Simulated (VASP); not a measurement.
K: single point with PBE

The system is K.

```
CELL_PARAMETERS angstrom
4.18113 0.00000 0.00000
0.00000 4.18113 0.00000
0.00000 0.00000 4.43975
ATOMIC_POSITIONS crystal
K 0.00000 0.00000 0.00000
```

This cell differs from its parent crystal: strain -0.030 along x and y, +0.030 along z.

| Property | Result |
| --- | --- |
| Program | VASP 6.6.1 |
| Task | single point |
| Functional | PBE |
| Potentials or basis | VASP PAW PBE potentials, release 64 (K_sv) |
| Cutoff | 520 eV |
| k mesh | 12 × 12 × 12 |
| Occupations | gaussian, width 0.15 eV |
| Spin | no spin polarisation |
| Dipole correction | no |
| Further INCAR settings | ALGO = Fast; EDIFF = 1e-07; NBANDS = 10 |

```yaml
Pressure: 0.1 GPa
```

Stress tensor (GPa, compression positive):
```
 0.25  0.00  0.00
 0.00  0.25  0.00
 0.00  0.00 -0.28
```

Levels at points of the mesh, in eV from the Fermi level:
```tsv
k point	band 2	band 3	band 4	band 5	band 6	band 7
(0.00, 0.00, 0.00)	-15.79	-15.78	-15.78	-2.10	2.79	2.96
(0.50, 0.00, 0.00)	-15.89	-15.78	-15.77	0.06	0.24	3.53
(0.50, 0.50, 0.00)	-15.87	-15.87	-15.77	1.14	2.30	2.38
(0.00, 0.00, 0.50)	-15.85	-15.77	-15.77	-0.25	0.06	3.43
(0.50, 0.00, 0.50)	-15.88	-15.84	-15.76	1.11	2.01	2.06
(0.50, 0.50, 0.50)	-15.87	-15.87	-15.83	2.12	2.37	2.37
```

It took 2.2 min on 1 thread of Intel(R) Xeon(R) Platinum 8259CL CPU @ 2.50GHz (Skylake/Cascade Lake) (shared host), peak memory 0.28 GiB.

Caveat: the cell differs from its parent crystal (strain -0.030 along x and y, +0.030 along z).
